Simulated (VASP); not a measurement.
Runs of VASP 6.6.1 on Si4F. The structure is that of space group P6/mmm (No. 191), or close to it. The cells are those of the table. The cell was generated, and may not be a known phase.

| task | spin | cell | k mesh | cutoff (eV) | gap on the mesh (eV) | pressure (GPa) | moment (μB) | relaxed volume (Å³/atom) |
| --- | --- | --- | --- | --- | --- | --- | --- | --- |
| single point | off | a = 5.232, b = 5.232, c = 3.934 Å, angles 90.0, 90.0, 120.0°, 5 atoms | 12 × 12 × 10 | 520 | none | 0.0 | - | - |
| single point | collinear | a = 5.191, b = 5.191, c = 4.003 Å, angles 90.0, 90.0, 120.0°, 5 atoms | 6 × 6 × 4 | 520 | none | 0.1 | 0.00 | - |
| relaxation of cell and atoms | off | relaxed from a = 4.869, b = 4.869, c = 4.121 Å, angles 90.0, 90.0, 120.0°, 5 atoms | 6 × 6 × 4 | 600 | none | -0.1 | - | 18.77 |
| single point | collinear | a = 4.869, b = 4.869, c = 4.121 Å, angles 90.0, 90.0, 120.0°, 5 atoms | 6 × 6 × 4 | 520 | none | 10.1 | 0.00 | - |
| single point | off | a = 5.191, b = 5.191, c = 4.003 Å, angles 90.0, 90.0, 120.0°, 5 atoms | 6 × 6 × 4 | 520 | none | 0.1 | - | - |
| single point | off | a = 4.869, b = 4.869, c = 4.121 Å, angles 90.0, 90.0, 120.0°, 5 atoms | 6 × 6 × 4 | 520 | none | 10.1 | - | - |
| relaxation of cell and atoms | off | relaxed from a = 5.191, b = 5.191, c = 4.003 Å, angles 90.0, 90.0, 120.0°, 5 atoms | 12 × 12 × 10 | 600 | none | 0.1 | - | (a) |

Alike in all rows: level PBE; potentials or basis VASP PAW PBE potentials, release 64 (Si, F); smearing gaussian 0.1 eV.

Task: Fill in the values left out.

Result: (a) 18.63.

Caveats: some runs use coarse meshes; an odd number of electrons without spin polarisation forces a metal (at least some runs); a magnetic or distorted state may lie lower (at least some runs).

A gap of «none» marks levels without a gap at the run's occupations.
